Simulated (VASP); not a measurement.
# WS2 in VASP: a series of runs

WS2 is run at these levels: BLYP, PBEsol; tasks: single point.

All numbers are computed with VASP 6.6.1; they aren't measurements. Logs are shortened: lines on timing, memory, paths and dates and some standing lists are left out, and cuts for length are marked.

### 1 The cell of the first run

The cell holds a slab with vacuum, 6 atoms: a = 3.183 Å, b = 3.183 Å, c = 23.669 Å, α = 90.00°, β = 90.00°, γ = 120.00°.

### 2 Single point, BLYP

INCAR reads:

```
AGGAC    = 1.0          
AGGAX    = 1.0          
ALDAC    = 0.0          
ALDAX    = 1.0          
ALGO     = Normal         # electronic algorithm
EDIFF    = 1E-6           # SCF threshold, eV
ENCUT    = 520            # plane-wave cutoff, eV
GGA      = B5             # functional
ISIF     = 2              # what is computed and relaxed
ISMEAR   = -1             # smearing method
LASPH    = T              # aspherical terms in the spheres
LCHARG   = T              # write CHGCAR
LELF     = T              # ELF
LREAL    = F              # projectors in reciprocal space
LVHAR    = T            
LWAVE    = F              # write WAVECAR
NBANDS   = 35             # bands
NELM     = 80             # most SCF steps
PREC     = Accurate       # precision mode
SIGMA    = 0.1            # smearing width, eV
```

KPOINTS reads:

```
k-points
0
Gamma
  9 9 2
```

POSCAR reads:

```
WS2
1.0
    3.1832090000      0.0000000000      0.0000000000
   -1.5916040000      2.7567390000      0.0000000000
    0.0000000000      0.0000000000     23.6687630000
W S
2 4
Direct
    0.3333333333      0.6666666667      0.6373180000
    0.6666666667      0.3333333333      0.3626820000
    0.3333333333      0.6666666667      0.2968160000
    0.6666666667      0.3333333333      0.5714420000
    0.3333333333      0.6666666667      0.4285580000
    0.6666666667      0.3333333333      0.7031840000
```

Potentials or basis: VASP PAW PBE potentials, release 64 (W_sv, S).

The run is started by

```sh
$ cat potpaw_PBE.64/W_sv/POTCAR potpaw_PBE.64/S/POTCAR > POTCAR
$ mpirun -np 1 vasp_std > vasp.out
```

OUTCAR:

```text
EDIFF = 1E-6
   ENCUT = 520
   GGA = B5
   ISIF = 2
   ISMEAR = -1
   LASPH = T
   LREAL = F
   NELM = 80
   PREC = Accurate

 ion  position               nearest neighbor table
   1  0.333  0.667  0.637-   6 2.41   6 2.41   6 2.41   4 2.41   4 2.41   4 2.41
   2  0.667  0.333  0.363-   3 2.41   3 2.41   3 2.41   5 2.41   5 2.41   5 2.41
   3  0.333  0.667  0.297-   2 2.41   2 2.41   2 2.41
   4  0.667  0.333  0.571-   1 2.41   1 2.41   1 2.41
   5  0.333  0.667  0.429-   2 2.41   2 2.41   2 2.41
   6  0.667  0.333  0.703-   1 2.41   1 2.41   1 2.41

  LATTYP: Found a hexagonal cell.
 ALAT       =     3.1832090000
 C/A-ratio  =     7.4355039207

  Lattice vectors:

 A1 = (   3.1832090000,   0.0000000000,   0.0000000000)
 A2 = (  -1.5916040000,   2.7567390000,   0.0000000000)
 A3 = (   0.0000000000,   0.0000000000,  23.6687630000)

Analysis of symmetry for initial positions (statically):
=====================================================================
 Subroutine PRICEL returns:
 Original cell was already a primitive cell.

 Routine SETGRP: Setting up the symmetry group for a
 hexagonal supercell.

 Subroutine GETGRP returns: Found 12 space group operations
 (whereof 12 operations were pure point group operations)
 out of a pool of 24 trial point group operations.

The static configuration has the point symmetry D_3d.

Analysis of symmetry for dynamics (positions and initial velocities):
=====================================================================
 Subroutine PRICEL returns:
 Original cell was already a primitive cell.

 Routine SETGRP: Setting up the symmetry group for a
 hexagonal supercell.

 Subroutine GETGRP returns: Found 12 space group operations
 (whereof 12 operations were pure point group operations)
 out of a pool of 24 trial point group operations.

The dynamic configuration has the point symmetry D_3d.

 Subroutine INISYM returns: Found 12 space group operations
 (whereof 12 operations are pure point group operations),
 and found     1 'primitive' translations

----------------------------------------------------------------------------------------

                                     Primitive cell

  volume of cell :     207.6999

  direct lattice vectors                    reciprocal lattice vectors
     3.183209000  0.000000000  0.000000000     0.314148396  0.181373660  0.000000000
    -1.591604000  2.756739000  0.000000000     0.000000000  0.362747435  0.000000000
     0.000000000  0.000000000 23.668763000     0.000000000  0.000000000  0.042249779

  length of vectors
     3.183209000  3.183208006 23.668763000     0.362747321  0.362747435  0.042249779

  position of ions in fractional coordinates (direct lattice)
     0.333333333  0.666666667  0.637318000
     0.666666667  0.333333333  0.362682000
     0.333333333  0.666666667  0.296816000
     0.666666667  0.333333333  0.571442000
     0.333333333  0.666666667  0.428558000
     0.666666667  0.333333333  0.703184000

  ion indices of the primitive-cell ions
   primitive index   ion index
                 1           1
                 2           2
                 3           3
                 4           4
                 5           5
                 6           6

----------------------------------------------------------------------------------------

 KPOINTS: k-points

Automatic generation of k-mesh.
 Grid dimensions read from file:
 generate k-points for:    9    9    2

 Generating k-lattice:

  Cartesian coordinates                     Fractional coordinates (reciprocal lattice)
     0.034905377  0.020152629  0.000000000     0.111111111  0.000000000  0.000000000
     0.000000000  0.040305271  0.000000000     0.000000000  0.111111111  0.000000000
     0.000000000  0.000000000  0.021124889     0.000000000  0.000000000  0.500000000

  Length of vectors
     0.040305258  0.040305271  0.021124889

  Shift w.r.t. Gamma in fractional coordinates (k-lattice)
     0.000000000  0.000000000  0.000000000

 Subroutine IBZKPT returns following result:
 ===========================================

 Found     24 irreducible k-points:

 Following reciprocal coordinates:
            Coordinates               Weight
  0.000000  0.000000  0.000000      1.000000
  0.111111  0.000000  0.000000      6.000000
  0.222222  0.000000  0.000000      6.000000
  0.333333  0.000000  0.000000      6.000000
  0.444444  0.000000  0.000000      6.000000
  0.111111  0.111111  0.000000      6.000000
[... 16 lines left out ...]
  0.333333  0.222222  0.500000     12.000000
  0.333333  0.333333  0.500000      2.000000
   k-points           NKPTS =     24   k-points in BZ     NKDIM =     24   number of bands    NBANDS=     35
   number of dos      NEDOS =    301   number of ions     NIONS =      6
   total plane-waves  NPLWV = 103680
   dimension x,y,z NGX =    24 NGY =   24 NGZ =  180
   dimension x,y,z NGXF=    48 NGYF=   48 NGZF=  360
   ions per type =               2   4
   NGX,Y,Z   is equivalent  to a cutoff of  12.53, 12.53, 12.64 a.u.
   NGXF,Y,Z  is equivalent  to a cutoff of  25.07, 25.07, 25.29 a.u.
 SYSTEM =  unknown system
   PREC   = accura    normal or accurate (medium, high low for compatibility)
   ISTART =      0    job   : 0-new  1-cont  2-samecut
   ICHARG =      2    charge: 1-file 2-atom 10-const
   ISPIN  =      1    spin polarized calculation?
   LNONCOLLINEAR =      F non collinear calculations
   LSORBIT =      F    spin-orbit coupling
   LASPH  =      T    aspherical Exc in radial PAW
   ENCUT  =  520.0 eV  38.22 Ry    6.18 a.u.   5.92  5.92 44.01*2*pi/ulx,y,z
   NELM   =     80;   NELMIN=  2; NELMDL= -5     # of ELM steps
   EDIFF  = 0.1E-05   stopping-criterion for ELM
   LREAL  =      F    real-space projection
   EDIFFG = 0.1E-04   stopping-criterion for IOM
   NSW    =      0    number of steps for IOM
   IBRION =     -1    ionic relax: 0-MD 1-quasi-New 2-CG
   NFREE  =      0    steps in history (QN), initial steepest desc. (CG)
   ISIF   =      2    stress and relaxation
   ISYM   =      2    0-nonsym 1-usesym 2-fastsym
   POTIM  = 0.5000    time-step for ionic-motion
   TEBEG  =    0.0;   TEEND  =   0.0 temperature during run
   PSTRESS=    0.0 pullay stress
   NELECT =      52.0000    total number of electrons
   NUPDOWN=      -1.0000    fix difference up-down
   EMIN   =  10.00;   EMAX   =-10.00  energy-range for DOS
   EFERMI =   0.00;   METHOD = LEGACY
   ISMEAR =    -1;   SIGMA  =   0.10  broadening in eV -4-tet -1-fermi 0-gaus
   EFERMI_NEDOS =   21; number of points for ismear=-14 and -15
   IALGO  =     38    algorithm
   IMIX   =      4    mixing-type and parameters
     AMIX     =   0.40;   BMIX     =  1.00
     AMIX_MAG =   1.60;   BMIX_MAG =  1.00
  volume/ion in A,a.u.               =      34.62       233.60
  Fermi-wavevector in a.u.,A,eV,Ry     =   1.031804  1.949827 14.485024  1.064619
  Thomas-Fermi vector in A             =   2.165970
   LORBIT       =      0    0 simple, 1 ext, 2 COOP (PROOUT), +10 PAW based schemes
   GGA     = B5    functional components
   LHFCALC =     F    Hartree Fock is set to
   AEXX    =    0.0000 exact exchange contribution
   IVDW    =     0    specifies the selected vdW correction
   LEPSILON=     F    determine dielectric tensor
   LRPA    =     F    only Hartree local field effects (RPA)
 non-spin polarized calculation
  energy-cutoff  :      520.00
  volume of cell :      207.70
 maximum number of plane-waves:      5640
 NGX is ok and might be reduce to    24
   NGX = 11   NGY = 11   NGZ = 89

 number of electron      52.0000001 magnetization

 Free energy of the ion-electron system (eV)
  ---------------------------------------------------
  ext. energy  EPLUGINS =         0.00000000
  ---------------------------------------------------
  free energy    TOTEN  =       -41.78160851 eV

  energy without entropy =      -41.78150849  energy(sigma->0) =      -41.78155850

 E-fermi :   2.0226     XC(G=0):  -5.7849

 val. band max:        1.3462331052   @ k =   0.0000   0.0000   0.0000
 cond. band min:       2.8257527106   @ k =   0.3333   0.3333   0.0000
 fundamental gap:      1.4795196054
 Fermi energy:         2.0226110628

 k-point     1 :       0.0000    0.0000    0.0000
  band No.  band energies     occupation
      1     -72.5732      2.00000
      2     -72.5732      2.00000
      3     -37.0697      2.00000
      4     -37.0697      2.00000
      5     -36.9297      2.00000
      6     -36.9297      2.00000
[... 27 lines left out ...]
     34       4.0925      0.00000
     35       6.0919      0.00000

 k-point     2 :       0.1111    0.0000    0.0000
  band No.  band energies     occupation
      1     -72.5712      2.00000
      2     -72.5712      2.00000
      3     -37.0625      2.00000
      4     -37.0625      2.00000
      5     -36.9699      2.00000
      6     -36.9699      2.00000
[... 27 lines left out ...]
     34       4.2940      0.00000
     35       6.4399      0.00000

 k-point     3 :       0.2222    0.0000    0.0000
  band No.  band energies     occupation
      1     -72.5661      2.00000
      2     -72.5661      2.00000
      3     -37.0704      2.00000
      4     -37.0704      2.00000
      5     -37.0441      2.00000
      6     -37.0441      2.00000
[... 27 lines left out ...]
     34       5.0006      0.00000
     35       7.1439      0.00000
[... 723 lines left out ...]
 k-point    23 :       0.3333    0.2222    0.5000
  band No.  band energies     occupation
      1     -72.5548      2.00000
      2     -72.5548      2.00000
      3     -37.2149      2.00000
      4     -37.2149      2.00000
      5     -37.0881      2.00000
      6     -37.0881      2.00000
[... 27 lines left out ...]
     34       6.2917      0.00000
     35       7.4018      0.00000

 k-point    24 :       0.3333    0.3333    0.5000
  band No.  band energies     occupation
      1     -72.5538      2.00000
      2     -72.5538      2.00000
      3     -37.1803      2.00000
      4     -37.1803      2.00000
      5     -37.1473      2.00000
      6     -37.1473      2.00000
[... 27 lines left out ...]
     34       6.5074      0.00000
     35       7.8815      0.00000

------------------------ aborting loop because EDIFF is reached ----------------------------------------

  FORCE on cell =-STRESS in cart. coord.  units (eV):
  Direction    XX          YY          ZZ          XY          YZ          ZX
  --------------------------------------------------------------------------------------
  -------------------------------------------------------------------------------------
  Total        6.6367796      6.6367754      5.4221301      0.0000012      0.0000000     -0.0000000
  in kB       51.1954789     51.1954470     41.8257901      0.0000093      0.0000000     -0.0000000
  external PRESSURE =      48.0722386 kB  Pullay stress =       0.0000000 kB

 VOLUME and BASIS-vectors are now :
 -----------------------------------------------------------------------------
  energy-cutoff  :      520.00
  volume of cell :      207.70
      direct lattice vectors                 reciprocal lattice vectors
     3.183209000  0.000000000  0.000000000     0.314148396  0.181373660  0.000000000
    -1.591604000  2.756739000  0.000000000     0.000000000  0.362747435  0.000000000
     0.000000000  0.000000000 23.668763000     0.000000000  0.000000000  0.042249779

 POSITION                                       TOTAL-FORCE (eV/Angst)
 -----------------------------------------------------------------------------------
      0.00000      1.83783     15.08453         0.000000      0.000000      0.017157
      1.59160      0.91891      8.58423        -0.000000      0.000000     -0.017157
      0.00000      1.83783      7.02527         0.000000     -0.000000     -0.807094
      1.59160      0.91891     13.52533        -0.000000     -0.000000     -0.701335
      0.00000      1.83783     10.14344         0.000000      0.000000      0.701335
      1.59160      0.91891     16.64350        -0.000000      0.000000      0.807094
 -----------------------------------------------------------------------------------
    total drift:                               -0.000000     -0.000000     -0.000000

  FREE ENERGIE OF THE ION-ELECTRON SYSTEM (eV)
  ---------------------------------------------------
  free  energy   TOTEN  =       -41.7816085146 eV

  energy  without entropy=      -41.7815084914  energy(sigma->0) =      -41.78155850
```

It took 12 min on 1 thread of AMD EPYC 7R43 (Zen 3), shared host; peak memory 0.34 GiB.

Results:

- Free energy: -41.7816 eV
- Largest force: 0.807 eV/Å
- Band gap on the k mesh: 1.48 eV (least direct gap 1.79 eV)

Forces in eV/Å, atoms in the order of the input:
```
W    0.000  0.000  0.017
W    0.000  0.000 -0.017
S    0.000  0.000 -0.807
S    0.000  0.000 -0.701
S    0.000  0.000  0.701
S    0.000  0.000  0.807
```

Levels at points of the mesh, in eV from the valence-band top:
| k point | band 24 | band 25 | band 26 | band 27 | band 28 | band 29 |
| --- | --- | --- | --- | --- | --- | --- |
| (0.00, 0.00, 0.00) | -1.99 | -0.48 | 0.00 | 2.58 | 2.58 | 2.59 |
| (0.00, 0.00, 0.50) | -1.99 | -0.48 | 0.00 | 2.58 | 2.58 | 2.59 |

Caveat: the PAW data sets were made with another functional, which shifts forces and pressure a little; spin-orbit coupling is left out, which moves the levels of the heavy elements.

(Part 1 of 2 ends here.)
